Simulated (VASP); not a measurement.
Se, 3 atoms in the cell. Symmetry: P3_121, No. 152, trigonal system. Conventional cell: a = 4.066 Å, b = 4.066 Å, c = 5.127 Å, α = 90.00°, β = 90.00°, γ = 120.00°. Within 3.2 Å of Se (site symmetry 2) lie 6 Se at 2.44 to 3.20 Å. 

```yaml
Program: VASP 6.6.1
Task: relaxation of cell and atoms
Functional: PBE
Dispersion: D3(BJ)
Potentials_or_basis: VASP PAW PBE potentials, release 64 (Se)
Cutoff: 600 eV
k_mesh: 12 × 12 × 6
Occupations: gaussian, width 0.02 eV
Spin: no spin polarisation
Dipole_correction: no
Further_INCAR_settings: ALGO = Normal; EDIFF = 1e-06; IBRION = 2; EDIFFG = -0.02; NSW = 90; ISIF = 3
```

Potentials or basis: VASP PAW PBE potentials, release 64 (Se).

Run with:

```sh
$ cat potpaw_PBE.64/Se/POTCAR > POTCAR
$ mpirun -np 1 vasp_std > vasp.out
```

Hardware: 1 thread of AMD EPYC 7R43 64-Core Processor (Zen 3) (shared host).

Question: Estimate the wall time of this run.

Answer: Run time: 86 s on 1 thread of AMD EPYC 7R43 64-Core Processor (Zen 3) (shared host), peak memory 0.24 GiB. Counts: scf iterations 16, k points 100, ion steps 2.
